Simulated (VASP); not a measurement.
Write the native input for VASP 6.6.1 that does the following.

```
Task                   : single point
Functional             : PBEsol
Potentials or basis    : VASP PAW PBE potentials, release 64 (W_sv, S)
Cutoff                 : 520 eV
k mesh                 : 10 × 10 × 3
Occupations            : fermi-dirac, width 0.05 eV
Spin                   : no spin polarisation
Dipole correction      : no
Further INCAR settings : ALGO = Normal; EDIFF = 1e-06; NBANDS = 35
```

The structure of WS2 lies in POSCAR:

```
WS2
1.0
    3.1150838257      0.0000000000      0.0000000000
   -1.5575419129      2.6977417280      0.0000000000
    0.0000000000      0.0000000000     12.2448263589
W S
2 4
Direct
    0.6666666667      0.3333333333      0.7500000000
    0.3333333333      0.6666666667      0.2500000000
    0.6666666667      0.3333333333      0.3750000000
    0.3333333333      0.6666666667      0.8750000000
    0.6666666667      0.3333333333      0.1250000000
    0.3333333333      0.6666666667      0.6250000000
```

The input as run:

INCAR

```
ALGO     = Normal         # electronic algorithm
EDIFF    = 1E-6           # SCF threshold, eV
ENCUT    = 520            # plane-wave cutoff, eV
GGA      = PS             # functional
ISIF     = 2              # what is computed and relaxed
ISMEAR   = -1             # smearing method
LASPH    = True           # aspherical terms in the spheres
LCHARG   = False          # write CHGCAR
LREAL    = False          # projectors in reciprocal space
LWAVE    = False          # write WAVECAR
NBANDS   = 35             # bands
NELM     = 80             # most SCF steps
PREC     = Accurate       # precision mode
SIGMA    = 0.05           # smearing width, eV
```

KPOINTS

```
k-points
0
Gamma
  10 10 3
```

Potentials or basis: VASP PAW PBE potentials, release 64 (W_sv, S).

The run is started by

```console
$ cat potpaw_PBE.64/W_sv/POTCAR potpaw_PBE.64/S/POTCAR > POTCAR
$ mpirun -np 1 vasp_std > vasp.out
```

It gave:

* Pressure: 8.4 GPa
* Largest force: 1.048 eV/Å
* Band gap on the k mesh: 1.02 eV (least direct gap 2.25 eV)

Caveat: the cell stands under pressure; the PAW data sets were made with another functional, which shifts forces and pressure a little; spin-orbit coupling is left out, which moves the levels of the heavy elements; this functional lacks dispersion, which binds layers or chains, so the pressure and a relaxed spacing across them are unreliable.

It took 2.3 min on 1 thread of Intel Xeon 8259CL, on a shared host, peak memory 0.27 GiB.
